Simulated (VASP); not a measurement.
A run of VASP 6.6.1:

The input INCAR:

```
SYSTEM = BP
  PREC = Accurate
  ENCUT = 520
  EDIFF = 1E-7
  ISMEAR = -1
  SIGMA = 0.05
  LREAL = .False.
  LASPH = .True.
  NELM = 80
  ALGO = Normal
  ISIF = 2
  LWAVE = .False.
  LCHARG = .False.
  GGA = PS
  NBANDS = 11
```

File KPOINTS:

```
regular mesh
0
Gamma
  10 10 10
  0 0 0
```

Contents of POSCAR:

```
BP
1.0
    0.0000000000      2.2600864879      2.2600864879
    2.2600864879      0.0000000000      2.2600864879
    2.2600864879      2.2600864879      0.0000000000
P B
1 1
Direct
    0.7500000000      0.7500000000      0.7500000000
    0.0000000000      0.0000000000      0.0000000000
```

Potentials or basis: VASP PAW PBE potentials, release 64 (P, B).

The run is started by

```bash
$ cat potpaw_PBE.64/P/POTCAR potpaw_PBE.64/B/POTCAR > POTCAR
$ mpirun -np 1 vasp_std > vasp.out
```

Hardware: 1 thread of Intel(R) Xeon(R) Platinum 8375C CPU @ 2.90GHz (Ice Lake) (shared host).

Task: How long does it take, and how much memory?

Result: Wall time 6.7 s on 1 thread of Intel(R) Xeon(R) Platinum 8375C CPU @ 2.90GHz (Ice Lake), on a shared host, peak memory 0.13 GiB. Counts: scf iterations 13, k points 47.
